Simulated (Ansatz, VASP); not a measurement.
**Cu: VASP beside Ansatz**

Contents of INCAR:

```
SYSTEM = Cu
ALGO = Fast ; EDIFF = 1E-6
ENCUT = 520 ; GGA = PE
ISIF = 2 ; ISMEAR = 0
LASPH = .True. ; LCHARG = .False.
LREAL = .False. ; LWAVE = .False.
NBANDS = 12 ; NELM = 80
PREC = Accurate ; SIGMA = 0.15
```

File KPOINTS:

```
k-points
0
Gamma
  24 24 24
  0 0 0
```

The input POSCAR:

```
Cu
1.0
   -1.5900100316      1.5900100316      1.3763126834
    1.5900100316     -1.5900100316      1.3763126834
    1.5900100316      1.5900100316     -1.3763126834
Cu
1
Direct
    0.0000000000      0.0000000000      0.0000000000
```

Input for Ansatz:

```yaml
crystal:
  lattice:
    - [-1.5900100316, 1.5900100316, 1.3763126834]
    - [1.5900100316, -1.5900100316, 1.3763126834]
    - [1.5900100316, 1.5900100316, -1.3763126834]
  atoms:
    - { symbol: Cu, position: [0.0, 0.0, 0.0] }
basis:
  ecutwfc: 520.0
kpoints:
  mp_grid: { grid: [24, 24, 24] }
hamiltonian:
  xc: pbe
  pseudopotentials: { kind: paw, azcp: { folder: soft_1 } }
scf:
  occupations: { method: gaussian, width: 0.15 }
output:
  forces: true
  stress: true
  eigenvalues: true
```

Alike in both runs: task single point; functional PBE; k mesh 24 × 24 × 24; occupations gaussian, width 0.15 eV; no spin polarisation.

|  | VASP | Ansatz |
| --- | --- | --- |
| version | VASP 6.6.1 | Ansatz 0.2.0 |
| potentials or method | VASP PAW PBE potentials, release 64 (Cu), cutoff 520 eV | scalar-relativistic, plane waves, PAW |
| valence electrons in the cell | 11 | 19 |

Ansatz gave:

* gap on the k mesh at the Fermi level (eV): none
* pressure (GPa): -13.7
* traceless stress, the component that is largest in VASP (GPa): 0.27

Which values does VASP return?

gap on the k mesh at the Fermi level (eV): none; pressure (GPa): -12.5; traceless stress, the component that is largest in VASP (GPa): 0.30.

A gap of «none» marks a metal or a gap that the smearing closes. VASP's potentials hold 11 valence electrons a cell and Ansatz's 19, so a difference there can come from the potentials and not from the codes.
